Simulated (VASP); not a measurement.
# MgO2 (R-3m) in VASP: a series of runs, part 2 of 2

VASP 6.6.1. Earlier steps stand in the parts before.

**4. Single point, r2SCAN**

This run uses another cell than the first one, of the same volume but with other edges.

POSCAR reads:

```
MgO2
1.0
    1.5788732469      0.9115628941      3.6094952467
   -1.5788732469      0.9115628941      3.6094952467
    0.0000000000     -1.8231257882      3.6094952467
Mg O
1 2
Direct
    0.0000000000      0.0000000000      0.0000000000
    0.4287860000      0.4287860000      0.4287860000
    0.5712140000      0.5712140000      0.5712140000
```

INCAR.step1 reads:

```
SYSTEM = MgO2
ALGO = Normal
EDIFF = 1E-4
ENCUT = 520
GGA = PE
ISMEAR = 0
LASPH = .True.
LCHARG = .False.
LREAL = .False.
LWAVE = .True.
NBANDS = 14
NELM = 60
PREC = Accurate
SIGMA = 0.05
```

INCAR.step2 reads:

```
SYSTEM = MgO2
ALGO = Normal
EDIFF = 1E-6
ENCUT = 520
ISIF = 2
ISMEAR = 0
ISTART = 1
LASPH = .True.
LCHARG = .True.
LELF = .True.
LMIXTAU = .True.
LREAL = .False.
LVHAR = .True.
LWAVE = .False.
METAGGA = R2SCAN
NBANDS = 14
NELM = 60
PREC = Accurate
SIGMA = 0.05
```

KPOINTS reads:

```
k-points
0
Gamma
  12 12 12
  0 0 0
```

Potentials or basis: VASP PAW PBE potentials, release 64 (Mg, O).

Launch:

```sh
> cat potpaw_PBE.64/Mg/POTCAR potpaw_PBE.64/O/POTCAR > POTCAR
> cp INCAR.step1 INCAR
> mpirun -np 1 vasp_std > vasp.out
> cp INCAR.step2 INCAR
> mpirun -np 1 vasp_std > vasp.out
```

OUTCAR:

```text
SYSTEM = MgO2
   EDIFF = 1E-6
   ENCUT = 520
   ISIF = 2
   ISMEAR = 0
   ISTART = 1
   LASPH = .True.
   LREAL = .False.
   METAGGA = R2SCAN
   NELM = 60
   PREC = Accurate

 ion  position               nearest neighbor table
   1  0.000  0.000  0.000-   3 2.10   2 2.10   3 2.10   3 2.10   2 2.10   2 2.10
   2  0.429  0.429  0.429-   3 1.54   1 2.10   1 2.10   1 2.10
   3  0.571  0.571  0.571-   2 1.54   1 2.10   1 2.10   1 2.10

  LATTYP: Found a trigonal (rhomboedric) cell.
 ALAT       =     4.0437907433
 COS(alpha) =     0.6951071921

  Lattice vectors:

 A1 = (   1.5788732469,   0.9115628941,   3.6094952467)
 A2 = (  -1.5788732469,   0.9115628941,   3.6094952467)
 A3 = (   0.0000000000,  -1.8231257882,   3.6094952467)

Analysis of symmetry for initial positions (statically):
=====================================================================
 Subroutine PRICEL returns:
 Original cell was already a primitive cell.

 Routine SETGRP: Setting up the symmetry group for a
 trigonal (rhombohedral) supercell.

 Subroutine GETGRP returns: Found 12 space group operations
 (whereof 12 operations were pure point group operations)
 out of a pool of 12 trial point group operations.

The static configuration has the point symmetry D_3d.

Analysis of symmetry for dynamics (positions and initial velocities):
=====================================================================
 Subroutine PRICEL returns:
 Original cell was already a primitive cell.

 Routine SETGRP: Setting up the symmetry group for a
 trigonal (rhombohedral) supercell.

 Subroutine GETGRP returns: Found 12 space group operations
 (whereof 12 operations were pure point group operations)
 out of a pool of 12 trial point group operations.

The dynamic configuration has the point symmetry D_3d.

 Subroutine INISYM returns: Found 12 space group operations
 (whereof 12 operations are pure point group operations),
 and found     1 'primitive' translations

----------------------------------------------------------------------------------------

                                     Primitive cell

  volume of cell :      31.1696

  direct lattice vectors                    reciprocal lattice vectors
     1.578873247  0.911562894  3.609495247     0.316681533  0.182836168  0.092349016
    -1.578873247  0.911562894  3.609495247    -0.316681533  0.182836168  0.092349016
     0.000000000 -1.823125788  3.609495247     0.000000000 -0.365672336  0.092349016

  length of vectors
     4.043790743  4.043790743  4.043790743     0.377153282  0.377153282  0.377153282

  position of ions in fractional coordinates (direct lattice)
     0.000000000  0.000000000  0.000000000
     0.428786000  0.428786000  0.428786000
     0.571214000  0.571214000  0.571214000

  ion indices of the primitive-cell ions
   primitive index   ion index
                 1           1
                 2           2
                 3           3

----------------------------------------------------------------------------------------

 KPOINTS: k-points

Automatic generation of k-mesh.
 Grid dimensions read from file:
 generate k-points for:   12   12   12

 Generating k-lattice:
[... 44 lines left out ...]
   k-points           NKPTS =    189   k-points in BZ     NKDIM =    189   number of bands    NBANDS=     14
   number of dos      NEDOS =    301   number of ions     NIONS =      3
   total plane-waves  NPLWV =  27000
   dimension x,y,z NGX =    30 NGY =   30 NGZ =   30
   dimension x,y,z NGXF=    60 NGYF=   60 NGZF=   60
   ions per type =               1   2
   NGX,Y,Z   is equivalent  to a cutoff of  12.33, 12.33, 12.33 a.u.
   NGXF,Y,Z  is equivalent  to a cutoff of  24.67, 24.67, 24.67 a.u.
 SYSTEM =  MgO2
   PREC   = accura    normal or accurate (medium, high low for compatibility)
   ISTART =      1    job   : 0-new  1-cont  2-samecut
   ICHARG =      0    charge: 1-file 2-atom 10-const
   ISPIN  =      1    spin polarized calculation?
   LNONCOLLINEAR =      F non collinear calculations
   LSORBIT =      F    spin-orbit coupling
   LASPH  =      T    aspherical Exc in radial PAW
   ENCUT  =  520.0 eV  38.22 Ry    6.18 a.u.   7.52  7.52  7.52*2*pi/ulx,y,z
   NELM   =     60;   NELMIN=  2; NELMDL=  0     # of ELM steps
   EDIFF  = 0.1E-05   stopping-criterion for ELM
   LREAL  =      F    real-space projection
   EDIFFG = 0.1E-04   stopping-criterion for IOM
   NSW    =      0    number of steps for IOM
   IBRION =     -1    ionic relax: 0-MD 1-quasi-New 2-CG
   NFREE  =      0    steps in history (QN), initial steepest desc. (CG)
   ISIF   =      2    stress and relaxation
   ISYM   =      2    0-nonsym 1-usesym 2-fastsym
   POTIM  = 0.5000    time-step for ionic-motion
   TEBEG  =    0.0;   TEEND  =   0.0 temperature during run
   PSTRESS=    0.0 pullay stress
   NELECT =      14.0000    total number of electrons
   NUPDOWN=      -1.0000    fix difference up-down
   EMIN   =  10.00;   EMAX   =-10.00  energy-range for DOS
   EFERMI =   0.00;   METHOD = LEGACY
   ISMEAR =     0;   SIGMA  =   0.05  broadening in eV -4-tet -1-fermi 0-gaus
   EFERMI_NEDOS =   21; number of points for ismear=-14 and -15
   IALGO  =     38    algorithm
   IMIX   =      4    mixing-type and parameters
     AMIX     =   0.40;   BMIX     =  1.00
     AMIX_MAG =   1.60;   BMIX_MAG =  1.00
  volume/ion in A,a.u.               =      10.39        70.11
  Fermi-wavevector in a.u.,A,eV,Ry     =   1.253739  2.369222 21.386457  1.571860
  Thomas-Fermi vector in A             =   2.387577
   LORBIT       =      0    0 simple, 1 ext, 2 COOP (PROOUT), +10 PAW based schemes
   METAGGA = R2SCAN    functional components
   LHFCALC =     F    Hartree Fock is set to
   AEXX    =    0.0000 exact exchange contribution
   IVDW    =     0    specifies the selected vdW correction
   LEPSILON=     F    determine dielectric tensor
   LRPA    =     F    only Hartree local field effects (RPA)
 non-spin polarized calculation
 Gauss-broadening in eV      SIGMA  =   0.05
  energy-cutoff  :      520.00
  volume of cell :       31.17
 maximum number of plane-waves:       851
   NGX = 15   NGY = 15   NGZ = 15

 number of electron      14.0000001 magnetization

 Free energy of the ion-electron system (eV)
  ---------------------------------------------------
  ext. energy  EPLUGINS =         0.00000000
  ---------------------------------------------------
  free energy    TOTEN  =       -21.49041026 eV

  energy without entropy =      -21.49041026  energy(sigma->0) =      -21.49041026

 E-fermi :   2.3116     XC(G=0): -10.7755

 val. band max:        1.9758675928   @ k =   0.5000   0.5000   0.5000
 cond. band min:       4.1752144284   @ k =   0.5000   0.5000   0.5000
 fundamental gap:      2.1993468356
 Fermi energy:         2.3115960842

 k-point     1 :       0.0000    0.0000    0.0000
  band No.  band energies     occupation
      1     -19.6956      2.00000
      2     -13.6733      2.00000
      3      -5.2911      2.00000
      4      -0.9815      2.00000
      5      -0.9815      2.00000
      6       1.2315      2.00000
      7       1.2315      2.00000
      8       6.9891      0.00000
      9       7.7812      0.00000
     10      14.8404      0.00000
     11      16.7779      0.00000
     12      18.4469      0.00000
     13      18.4469      0.00000
     14      20.2341      0.00000
[... 377 lines left out ...]
      1     -19.0994      2.00000
      2     -13.9202      2.00000
      3      -4.2974      2.00000
      4      -3.4314      2.00000
      5      -1.7910      2.00000
      6       0.5404      2.00000
      7       0.6933      2.00000
      8       6.1811      0.00000
      9      12.6112      0.00000
     10      13.7799      0.00000
     11      15.7698      0.00000
     12      17.2385      0.00000
     13      17.5087      0.00000
     14      20.8382      0.00000

 [... further k-points ...]

------------------------ aborting loop because EDIFF is reached ----------------------------------------

  FORCE on cell =-STRESS in cart. coord.  units (eV):
  Direction    XX          YY          ZZ          XY          YZ          ZX
  --------------------------------------------------------------------------------------
  -------------------------------------------------------------------------------------
  Total       -0.3397597     -0.3397597     -4.0935092      0.0000000      0.0000000      0.0000000
  in kB      -17.4642853    -17.4642853   -210.4140428      0.0000000      0.0000000      0.0000000
  external PRESSURE =     -81.7808711 kB  Pullay stress =       0.0000000 kB

 VOLUME and BASIS-vectors are now :
 -----------------------------------------------------------------------------
  energy-cutoff  :      520.00
  volume of cell :       31.17
      direct lattice vectors                 reciprocal lattice vectors
     1.578873247  0.911562894  3.609495247     0.316681533  0.182836168  0.092349016
    -1.578873247  0.911562894  3.609495247    -0.316681533  0.182836168  0.092349016
     0.000000000 -1.823125788  3.609495247     0.000000000 -0.365672336  0.092349016

 POSITION                                       TOTAL-FORCE (eV/Angst)
 -----------------------------------------------------------------------------------
      0.00000      0.00000      0.00000         0.000000      0.000000      0.000000
      0.00000      0.00000      4.64310        -0.000000      0.000000      0.893494
      0.00000      0.00000      6.18538        -0.000000     -0.000000     -0.893494
 -----------------------------------------------------------------------------------
    total drift:                                0.000000     -0.000000      0.000000

  FREE ENERGIE OF THE ION-ELECTRON SYSTEM (eV)
  ---------------------------------------------------
  free  energy   TOTEN  =       -21.4904102631 eV

  energy  without entropy=      -21.4904102631  energy(sigma->0) =      -21.49041026
```

It took 3.5 min on 1 thread of Intel Xeon 6975P-C (Granite Rapids), shared host; peak memory 0.23 GiB.

What came out:

- Free energy: -21.4904 eV
- Pressure: -8.2 GPa
- Largest force: 0.893 eV/Å
- Band gap on the k mesh: 2.20 eV, direct

Forces on the atoms (eV/Å):
```
Mg   0.000  0.000  0.000
O    0.000  0.000  0.893
O    0.000  0.000 -0.893
```

Caveat: the PAW data sets were made with another functional, which shifts forces and pressure a little. A k mesh can miss the band edges.

**5. The runs side by side**

| cell | gap on the mesh (eV) | pressure (GPa) | largest force (eV/Å) |
| --- | --- | --- | --- |
| a = 4.133 Å, angles 44.2°, 3 atoms | 1.54 | -9.8 | 1.51 |
| a = 3.885 Å, angles 49.5°, 3 atoms | 3.53 | -3.2 | 1.10 |
| a = 4.044 Å, angles 46.0°, 3 atoms | 2.20 | -8.2 | 0.89 |

Alike in all rows: task single point; level r2SCAN; potentials or basis VASP PAW PBE potentials, release 64 (Mg, O); no spin polarisation; k mesh 12 × 12 × 12; cutoff (eV) 520; smearing gaussian 0.05 eV.

Caveats: the PAW data sets were made with another functional, which shifts forces and pressure a little.

Absolute energies hang on the potentials; compare differences alone.
